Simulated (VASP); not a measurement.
Wanted: the native input for a VASP 6.6.1 run.

```yaml
Task: single point
Functional: PBE
Potentials_or_basis: VASP PAW PBE potentials, release 64 (Cd, In_d, C, N)
Cutoff: 520 eV
k_mesh: 4 × 4 × 4
Occupations: gaussian, width 0.1 eV
Spin: no spin polarisation
Dipole_correction: no
Further_INCAR_settings: ALGO = Normal; EDIFF = 1e-06; NBANDS = 42
```

The structure of CdInC4N4 lies in POSCAR:

```
CdInC4N4
1.0
    6.3810167820      0.0000000000      0.0000000000
    0.0000000000      6.3810167820      0.0000000000
    0.0000000000      0.0000000000      6.3810167820
Cd In C N
1 1 4 4
Direct
    0.5000000000      0.5000000000      0.5000000000
    0.0000000000      0.0000000000      0.0000000000
    0.1960776997      0.1960776997      0.1960776997
    0.1960776997      0.8039223003      0.8039223003
    0.8039223003      0.1960776997      0.8039223003
    0.8039223003      0.8039223003      0.1960776997
    0.3021009543      0.3021009543      0.3021009543
    0.3021009543      0.6978990457      0.6978990457
    0.6978990457      0.3021009543      0.6978990457
    0.6978990457      0.6978990457      0.3021009543
```

One way to write it, as run:

INCAR

```
SYSTEM = CdInC4N4
PREC = Accurate
ENCUT = 520
EDIFF = 1E-6
ISMEAR = 0
SIGMA = 0.1
LREAL = .FALSE.
LASPH = .TRUE.
NELM = 60
ALGO = Normal
ISIF = 2
LWAVE = .FALSE.
LCHARG = .FALSE.
GGA = PE
NBANDS = 42
```

KPOINTS

```
Automatic mesh
0
G
  4 4 4
  0 0 0
```

Potentials or basis: VASP PAW PBE potentials, release 64 (Cd, In_d, C, N).

Command:

```sh
$ cat potpaw_PBE.64/Cd/POTCAR potpaw_PBE.64/In_d/POTCAR potpaw_PBE.64/C/POTCAR potpaw_PBE.64/N/POTCAR > POTCAR
$ mpirun -np 1 vasp_std > vasp.out
```

It gave:

* Pressure: 0.5 GPa
* Largest force: 0.372 eV/Å
* Band gap on the k mesh: zero (an odd number of electrons rules out a gap without spin polarisation)

Caveat: spin-orbit coupling is left out, which moves the levels of the heavy elements.

It took 3.6 min on 1 thread of Intel Xeon 8259CL, with other jobs on the host, peak memory 0.38 GiB.
